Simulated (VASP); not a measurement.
# B19N18 (a cell with a defect) in VASP: single point with PBE

Aim: the single point of B19N18 (a cell with a defect) with PBE.

Everything below comes from runs of VASP 6.6.1. Logs are shortened: lines on timing, memory, paths and dates and some standing lists are left out, and cuts for length are marked.

## Step 1: The cell of the first run

The cell holds a defect, 37 atoms: a = 7.537 Å, b = 7.537 Å, c = 8.343 Å, α = 90.00°, β = 90.00°, γ = 120.00°.

## Step 2: Single point, PBE (with an interstitial atom, then relaxed in part)

INCAR reads:

```
SYSTEM = B19N18
  ALGO = Normal
  EDIFF = 1E-6
  ENCUT = 520
  GGA = PE
  ISIF = 2
  ISMEAR = 0
  LASPH = .TRUE.
  LCHARG = .FALSE.
  LREAL = Auto
  LWAVE = .FALSE.
  NBANDS = 98
  NELECT = 144.0
  NELM = 60
  PREC = Accurate
  SIGMA = 0.01
```

KPOINTS reads:

```
k-points
0
G
  2 2 2
  0 0 0
```

POSCAR reads:

```
B19N18
1.0
    3.7682717154     -6.5268380678      0.0000000000
   -7.5365434309      0.0000000000      0.0000000000
    0.0000000000      0.0000000000     -8.3431635353
B N
19 18
Direct
    0.4798242407      0.6323696765      0.7963233464
    0.1408624248      0.6214259275      0.7942097830
    0.8078385097      0.6214231824      0.7941936586
    0.4821563619      0.2996679278      0.7732828068
    0.1447931328      0.2996666032      0.7732920131
    0.8092135103      0.2911443017      0.7894368522
    0.4834312008      0.9674535358      0.8212566845
    0.1525821048      0.9778807917      0.7694809724
    0.8112986979      0.9674495735      0.8212431689
    0.5187221321      0.3785884805      0.2178759043
    0.1870786671      0.3785889018      0.2178826807
    0.8519985896      0.3767869519      0.2111958090
    0.5203906239      0.0448225715      0.2119628095
    0.1920578269      0.0569079231      0.1931480434
    0.8516434607      0.0448221805      0.2119685463
    0.5185204028      0.7098288070      0.2196690010
    0.1916618738      0.7054307885      0.1947554334
    0.8409818220      0.7054327631      0.1947565778
    0.0805883118     -0.1660690844     -0.0364121640
    0.4079650465      0.4887189318      0.2211138189
    0.0747545719      0.4891241240      0.2090873749
    0.7415816520      0.4891250687      0.2090815687
    0.4077793824      0.1551693606      0.2075333891
    0.0746005426      0.1551688502      0.2075489890
    0.7413592208      0.1555056262      0.2148246668
    0.4077010372      0.8221079038      0.2106492713
    0.0733930629      0.8195771519      0.1386696810
    0.7416201725      0.8221089182      0.2106544814
    0.5917154628      0.5220259180      0.7836369090
    0.2575862933      0.5220243445      0.7836542881
    0.9215732434      0.5158667740      0.7871550883
    0.5872278761      0.1839003601      0.7948753837
    0.2588075084      0.1903336189      0.7545226598
    0.9239546667      0.1839015011      0.7948828557
    0.5902544435      0.8532339192      0.8214569095
    0.2454933065      0.8542301100      0.8341195221
    0.9360127918      0.8542284329      0.8340983086
```

Potentials or basis: VASP PAW PBE potentials, release 64 (B, N).

Run with:

```console
$ cat potpaw_PBE.64/B/POTCAR potpaw_PBE.64/N/POTCAR > POTCAR
$ mpirun -np 1 vasp_std > vasp.out
```

OUTCAR:

```text
SYSTEM = B19N18
   EDIFF = 1E-6
   ENCUT = 520
   GGA = PE
   ISIF = 2
   ISMEAR = 0
   LASPH = .TRUE.
   LREAL = Auto
   NELECT = 144.0
   NELM = 60
   PREC = Accurate

 ion  position               nearest neighbor table
   1  0.480  0.632  0.796-  29 1.45  30 1.45  35 1.46
   2  0.141  0.621  0.794-  30 1.41  31 1.43  36 1.56
   3  0.808  0.621  0.794-  29 1.41  31 1.43  37 1.56
   4  0.482  0.300  0.773-  32 1.45  29 1.45  33 1.47
   5  0.145  0.300  0.773-  34 1.45  30 1.45  33 1.47
   6  0.809  0.291  0.789-  34 1.45  32 1.45  31 1.47
   7  0.483  0.967  0.821-  32 1.43  35 1.44  36 1.56
   8  0.153  0.978  0.769-  33 1.39  37 1.52  36 1.52  19 1.87
   9  0.811  0.967  0.821-  34 1.43  35 1.44  37 1.56
  10  0.519  0.379  0.218-  20 1.44  22 1.46  23 1.46
  11  0.187  0.379  0.218-  20 1.44  21 1.46  24 1.46
  12  0.852  0.377  0.211-  25 1.44  22 1.45  21 1.45
  13  0.520  0.045  0.212-  25 1.44  26 1.45  23 1.46
  14  0.192  0.057  0.193-  24 1.41  23 1.41  27 1.61
  15  0.852  0.045  0.212-  25 1.44  28 1.45  24 1.46
  16  0.519  0.710  0.220-  20 1.44  26 1.46  28 1.46
  17  0.192  0.705  0.195-  26 1.42  21 1.42  27 1.59
  18  0.841  0.705  0.195-  28 1.42  22 1.42  27 1.59
  19  0.081  0.834  0.964-  27 1.46  37 1.60  36 1.60   8 1.87
  20  0.408  0.489  0.221-  11 1.44  10 1.44  16 1.44
  21  0.075  0.489  0.209-  17 1.42  12 1.45  11 1.46
  22  0.742  0.489  0.209-  18 1.42  12 1.45  10 1.46
  23  0.408  0.155  0.208-  14 1.41  13 1.46  10 1.46
  24  0.075  0.155  0.208-  14 1.41  15 1.46  11 1.46
  25  0.741  0.156  0.215-  15 1.44  13 1.44  12 1.44
  26  0.408  0.822  0.211-  17 1.42  13 1.45  16 1.46
  27  0.073  0.820  0.139-  19 1.46  18 1.59  17 1.59  14 1.61
  28  0.742  0.822  0.211-  18 1.42  15 1.45  16 1.46
  29  0.592  0.522  0.784-   3 1.41   4 1.45   1 1.45
  30  0.258  0.522  0.784-   2 1.41   5 1.45   1 1.45
  31  0.922  0.516  0.787-   2 1.43   3 1.43   6 1.47
  32  0.587  0.184  0.795-   7 1.43   6 1.45   4 1.45
  33  0.259  0.190  0.755-   8 1.39   5 1.47   4 1.47
  34  0.924  0.184  0.795-   9 1.43   6 1.45   5 1.45
  35  0.590  0.853  0.821-   7 1.44   9 1.44   1 1.46
  36  0.245  0.854  0.834-   8 1.52   7 1.56   2 1.56  19 1.60
  37  0.936  0.854  0.834-   8 1.52   9 1.56   3 1.56  19 1.60

  LATTYP: Found a hexagonal cell.
 ALAT       =     7.5365434308
 C/A-ratio  =     1.1070278586

  Lattice vectors:

 A1 = (   3.7682717154,  -6.5268380678,   0.0000000000)
 A2 = (  -7.5365434309,   0.0000000000,   0.0000000000)
 A3 = (   0.0000000000,   0.0000000000,  -8.3431635353)

Analysis of symmetry for initial positions (statically):
=====================================================================
 Subroutine PRICEL returns:
 Original cell was already a primitive cell.

 Routine SETGRP: Setting up the symmetry group for a
 hexagonal supercell.

 Subroutine GETGRP returns: Found  1 space group operations
 (whereof  1 operations were pure point group operations)
 out of a pool of 24 trial point group operations.

The static configuration has the point symmetry C_1 .

Analysis of symmetry for dynamics (positions and initial velocities):
=====================================================================
 Subroutine PRICEL returns:
 Original cell was already a primitive cell.

 Routine SETGRP: Setting up the symmetry group for a
 hexagonal supercell.

 Subroutine GETGRP returns: Found  1 space group operations
 (whereof  1 operations were pure point group operations)
 out of a pool of 24 trial point group operations.

The dynamic configuration has the point symmetry C_1 .

 Subroutine INISYM returns: Found  1 space group operations
 (whereof  1 operations are pure point group operations),
 and found     1 'primitive' translations

----------------------------------------------------------------------------------------

                                     Primitive cell

  volume of cell :     410.3985

  direct lattice vectors                    reciprocal lattice vectors
     3.768271715 -6.526838068  0.000000000     0.000000000 -0.153213545  0.000000000
    -7.536543431  0.000000000  0.000000000    -0.132686822 -0.076606773  0.000000000
     0.000000000  0.000000000 -8.343163535     0.000000000  0.000000000 -0.119858612

  length of vectors
     7.536543431  7.536543431  8.343163535     0.153213545  0.153213545  0.119858612

  position of ions in fractional coordinates (direct lattice)
     0.479824241  0.632369676  0.796323346
     0.140862425  0.621425927  0.794209783
     0.807838510  0.621423182  0.794193659
     0.482156362  0.299667928  0.773282807
     0.144793133  0.299666603  0.773292013
     0.809213510  0.291144302  0.789436852
[... 29 lines left out ...]
     0.245493307  0.854230110  0.834119522
     0.936012792  0.854228433  0.834098309

  ion indices of the primitive-cell ions
   primitive index   ion index
                 1           1
                 2           2
                 3           3
                 4           4
                 5           5
                 6           6
[... 29 lines left out ...]
                36          36
                37          37

----------------------------------------------------------------------------------------

 KPOINTS: k-points

Automatic generation of k-mesh.
 Grid dimensions read from file:
 generate k-points for:    2    2    2

 Generating k-lattice:

  Cartesian coordinates                     Fractional coordinates (reciprocal lattice)
     0.000000000 -0.076606773  0.000000000     0.500000000  0.000000000  0.000000000
    -0.066343411 -0.038303386  0.000000000    -0.000000000  0.500000000  0.000000000
     0.000000000  0.000000000 -0.059929306     0.000000000  0.000000000  0.500000000

  Length of vectors
     0.076606773  0.076606773  0.059929306

  Shift w.r.t. Gamma in fractional coordinates (k-lattice)
     0.000000000  0.000000000  0.000000000

 Subroutine IBZKPT returns following result:
 ===========================================

 Found      8 irreducible k-points:

 Following reciprocal coordinates:
            Coordinates               Weight
  0.000000  0.000000  0.000000      1.000000
  0.500000  0.000000  0.000000      1.000000
  0.000000  0.500000  0.000000      1.000000
  0.500000  0.500000  0.000000      1.000000
  0.000000  0.000000  0.500000      1.000000
  0.500000  0.000000  0.500000      1.000000
  0.000000  0.500000  0.500000      1.000000
  0.500000  0.500000  0.500000      1.000000
   k-points           NKPTS =      8   k-points in BZ     NKDIM =      8   number of bands    NBANDS=     98
   number of dos      NEDOS =    301   number of ions     NIONS =     37
   total plane-waves  NPLWV = 200704
   dimension x,y,z NGX =    56 NGY =   56 NGZ =   64
   dimension x,y,z NGXF=   112 NGYF=  112 NGZF=  128
   ions per type =              19  18
   NGX,Y,Z   is equivalent  to a cutoff of  12.35, 12.35, 12.75 a.u.
   NGXF,Y,Z  is equivalent  to a cutoff of  24.71, 24.71, 25.51 a.u.
 SYSTEM =  B19N18
   PREC   = accura    normal or accurate (medium, high low for compatibility)
   ISTART =      0    job   : 0-new  1-cont  2-samecut
   ICHARG =      2    charge: 1-file 2-atom 10-const
   ISPIN  =      1    spin polarized calculation?
   LNONCOLLINEAR =      F non collinear calculations
   LSORBIT =      F    spin-orbit coupling
   LASPH  =      T    aspherical Exc in radial PAW
   ENCUT  =  520.0 eV  38.22 Ry    6.18 a.u.  14.01 14.01 15.51*2*pi/ulx,y,z
   NELM   =     60;   NELMIN=  2; NELMDL= -5     # of ELM steps
   EDIFF  = 0.1E-05   stopping-criterion for ELM
   LREAL  =      T    real-space projection
   EDIFFG = 0.1E-04   stopping-criterion for IOM
   NSW    =      0    number of steps for IOM
   IBRION =     -1    ionic relax: 0-MD 1-quasi-New 2-CG
   NFREE  =      0    steps in history (QN), initial steepest desc. (CG)
   ISIF   =      2    stress and relaxation
   ISYM   =      2    0-nonsym 1-usesym 2-fastsym
   POTIM  = 0.5000    time-step for ionic-motion
   TEBEG  =    0.0;   TEEND  =   0.0 temperature during run
   PSTRESS=    0.0 pullay stress
   NELECT =     144.0000    total number of electrons
   NUPDOWN=      -1.0000    fix difference up-down
   EMIN   =  10.00;   EMAX   =-10.00  energy-range for DOS
   EFERMI =   0.00;   METHOD = LEGACY
   ISMEAR =     0;   SIGMA  =   0.01  broadening in eV -4-tet -1-fermi 0-gaus
   EFERMI_NEDOS =   21; number of points for ismear=-14 and -15
   IALGO  =     38    algorithm
   IMIX   =      4    mixing-type and parameters
     AMIX     =   0.40;   BMIX     =  1.00
     AMIX_MAG =   1.60;   BMIX_MAG =  1.00
  volume/ion in A,a.u.               =      11.09        74.85
  Fermi-wavevector in a.u.,A,eV,Ry     =   1.154677  2.182023 18.140352  1.333278
  Thomas-Fermi vector in A             =   2.291311
   LORBIT       =      0    0 simple, 1 ext, 2 COOP (PROOUT), +10 PAW based schemes
   GGA     = PE    functional components
   LHFCALC =     F    Hartree Fock is set to
   AEXX    =    0.0000 exact exchange contribution
   IVDW    =     0    specifies the selected vdW correction
   LEPSILON=     F    determine dielectric tensor
   LRPA    =     F    only Hartree local field effects (RPA)
 non-spin polarized calculation
 Gauss-broadening in eV      SIGMA  =   0.01
  energy-cutoff  :      520.00
  volume of cell :      410.40
 maximum number of plane-waves:     11082
   NGX = 29   NGY = 29   NGZ = 31

 number of electron     144.0000001 magnetization

 Free energy of the ion-electron system (eV)
  ---------------------------------------------------
  ext. energy  EPLUGINS =         0.00000000
  ---------------------------------------------------
  free energy    TOTEN  =      -325.64520992 eV

  energy without entropy =     -325.64520992  energy(sigma->0) =     -325.64520992

 E-fermi :   1.2028     XC(G=0):  -8.5343

 val. band max:        1.1356158242   @ k =   0.0000   0.0000   0.5000
 cond. band min:       2.8352908490   @ k =   0.0000   0.5000   0.0000
 fundamental gap:      1.6996750247
 Fermi energy:         1.2027833002

 k-point     1 :       0.0000    0.0000    0.0000
  band No.  band energies     occupation
      1     -18.8105      2.00000
      2     -17.0810      2.00000
      3     -16.6701      2.00000
      4     -16.3451      2.00000
      5     -15.8833      2.00000
      6     -15.7478      2.00000
[... 76 lines left out ...]
     83       7.2200      0.00000
     84       7.2273      0.00000

 k-point     2 :       0.5000    0.0000    0.0000
  band No.  band energies     occupation
      1     -18.7512      2.00000
      2     -17.0112      2.00000
      3     -16.9497      2.00000
      4     -16.3229      2.00000
      5     -16.2598      2.00000
      6     -15.9196      2.00000
[... 511 lines left out ...]
     83       6.7514      0.00000
     84       6.9534      0.00000

 k-point     8 :       0.5000    0.5000    0.5000
  band No.  band energies     occupation
      1     -18.7511      2.00000
      2     -17.0110      2.00000
      3     -16.9502      2.00000
      4     -16.3224      2.00000
      5     -16.2598      2.00000
      6     -15.9199      2.00000
[... 76 lines left out ...]
     83       6.6882      0.00000
     84       6.8897      0.00000
 [bands above 84 left out]

------------------------ aborting loop because EDIFF is reached ----------------------------------------

  FORCE on cell =-STRESS in cart. coord.  units (eV):
  Direction    XX          YY          ZZ          XY          YZ          ZX
  --------------------------------------------------------------------------------------
  -------------------------------------------------------------------------------------
  Total      -19.2226013    -20.8302109    -23.6037171      1.3875155     -0.0103373     -0.0199619
  in kB      -75.0441669    -81.3202020    -92.1478451      5.4167976     -0.0403564     -0.0779303
  external PRESSURE =     -82.8374047 kB  Pullay stress =       0.0000000 kB

 VOLUME and BASIS-vectors are now :
 -----------------------------------------------------------------------------
  energy-cutoff  :      520.00
  volume of cell :      410.40
      direct lattice vectors                 reciprocal lattice vectors
     3.768271715 -6.526838068  0.000000000     0.000000000 -0.153213545  0.000000000
    -7.536543431  0.000000000  0.000000000    -0.132686822 -0.076606773  0.000000000
     0.000000000  0.000000000 -8.343163535     0.000000000  0.000000000 -0.119858612

 POSITION                                       TOTAL-FORCE (eV/Angst)
 -----------------------------------------------------------------------------------
     -2.95777     -3.13174     -6.64386         0.000354      0.000427     -0.000122
     -4.15260     -0.91939     -6.62622         0.001615     -0.006770      0.003877
     -1.63923     -5.27263     -6.62609        -0.005241      0.005351      0.003049
     -0.44156     -3.14696     -6.45162        -0.003027      0.000801      0.005115
     -1.71283     -0.94504     -6.45170        -0.002170     -0.001944      0.005194
      0.85511     -5.28161     -6.58640        -0.000038      0.001324      0.001392
[... 29 lines left out ...]
     -5.51286     -1.60230     -6.95920         0.015630     -0.022243      0.003290
     -2.91078     -6.10920     -6.95902        -0.012011      0.024930      0.002668
 -----------------------------------------------------------------------------------
    total drift:                               -0.005582     -0.002278     -0.000480

  FREE ENERGIE OF THE ION-ELECTRON SYSTEM (eV)
  ---------------------------------------------------
  free  energy   TOTEN  =      -325.6452099211 eV

  energy  without entropy=     -325.6452099211  energy(sigma->0) =     -325.64520992
```

It took 11 min on 1 thread of Oxide Virtual Turin-like, shared host; peak memory 0.54 GiB.

Results:

| Property | Result |
| --- | --- |
| Free energy | -325.6452 eV |
| Largest force | 0.029 eV/Å |

Forces on the atoms (eV/Å):
```
B    0.000  0.000  0.000
B    0.002 -0.007  0.004
B   -0.005  0.005  0.003
B   -0.003  0.001  0.005
B   -0.002 -0.002  0.005
B    0.000  0.001  0.001
B    0.005  0.012 -0.003
B   -0.017 -0.011  0.021
B    0.011 -0.001 -0.004
B    0.001  0.000 -0.003
B    0.000  0.003 -0.002
B    0.001 -0.003 -0.001
B    0.002  0.002 -0.002
B    0.009  0.002 -0.001
B   -0.002 -0.001 -0.002
B   -0.003  0.001 -0.003
B   -0.008  0.000 -0.003
B    0.001 -0.007 -0.002
B    0.002 -0.001 -0.010
N    0.000  0.000  0.001
N   -0.002  0.002  0.001
N    0.001 -0.002  0.000
N    0.003  0.002  0.001
N    0.003  0.001  0.001
N    0.000  0.000  0.001
N   -0.002  0.002  0.001
N    0.000 -0.001 -0.008
N    0.001 -0.002  0.001
N   -0.002 -0.003 -0.002
N   -0.004 -0.001 -0.002
N    0.000  0.000 -0.001
N   -0.002  0.001  0.000
N    0.006  0.003 -0.004
N    0.000 -0.001  0.000
N    0.001  0.000  0.001
N    0.016 -0.022  0.003
N   -0.012  0.025  0.003
```

Levels at points of the mesh, in eV from the Fermi level:
```tsv
k point	band 70	band 71	band 72	band 73	band 74	band 75
(0.00, 0.00, 0.00)	-1.33	-0.82	-0.07	1.69	3.36	3.40
(0.50, 0.00, 0.00)	-1.01	-0.96	-0.87	1.71	3.22	3.51
(0.00, 0.50, 0.00)	-1.02	-0.98	-0.82	1.63	3.33	3.57
(0.50, 0.50, 0.00)	-1.01	-0.96	-0.87	1.71	3.22	3.51
(0.00, 0.00, 0.50)	-1.32	-0.82	-0.07	1.70	3.40	3.58
(0.50, 0.00, 0.50)	-1.02	-0.97	-0.87	1.72	3.24	3.60
(0.00, 0.50, 0.50)	-1.03	-0.99	-0.84	1.65	3.41	3.55
(0.50, 0.50, 0.50)	-1.02	-0.97	-0.87	1.72	3.24	3.60
```

Caveat: the k points lie up to 0.48 Å⁻¹ apart; the cell carries a net charge on a neutralising background, which shifts energy and pressure; the cell differs from its parent crystal (with an interstitial atom, then relaxed in part); the cell is charged against a uniform background, so pressure and absolute levels hang on convention.
